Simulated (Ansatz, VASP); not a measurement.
# One calculation of SnO, two programs

```
CELL_PARAMETERS angstrom
3.35500 0.00000 0.00000
0.00000 5.67410 0.00000
0.00000 0.00000 4.22197
ATOMIC_POSITIONS crystal
Sn 0.50000 0.76809 0.01314
Sn 0.00000 0.23191 0.51314
O 0.50000 0.10875 0.23686
O 0.00000 0.89125 0.73686
```

Alike in both runs: task single point; functional PBEsol; k mesh 8 × 5 × 6; occupations fermi-dirac, width 0.05 eV; no spin polarisation.

|  | VASP | Ansatz |
| --- | --- | --- |
| version | VASP 6.6.1 | Ansatz 0.2.0 |
| potentials or method | VASP PAW PBE potentials, release 64 (Sn_d, O_h) | Ansatz PAW |
| plane-wave cutoff (eV) | 910 | 420 |
| valence electrons in the cell | 40 | 40 |

Ansatz gave:

```
gap on the k mesh at the Fermi level (eV) : 1.43
least direct gap on the mesh (eV)         : 2.02
rms of the force components (eV/Å)        : 0.188
```

Problem. Estimate VASP's values.

Solution. gap on the k mesh at the Fermi level (eV): 1.42; least direct gap on the mesh (eV): 2.01; rms of the force components (eV/Å): 0.159.

VASP's potentials were made for PBE, not for PBEsol. Atom by atom the forces differ by 0.030 eV/Å (rms over components). With one functional, cell and mesh, what is left measures potentials, basis and numerics.

Noted on VASP's run: the cutoff is short for stress, so the pressure is rough. Noted on Ansatz's run: odd divisions of the mesh miss points on the zone boundary, where band edges often lie, so the gap on the mesh can be too wide.
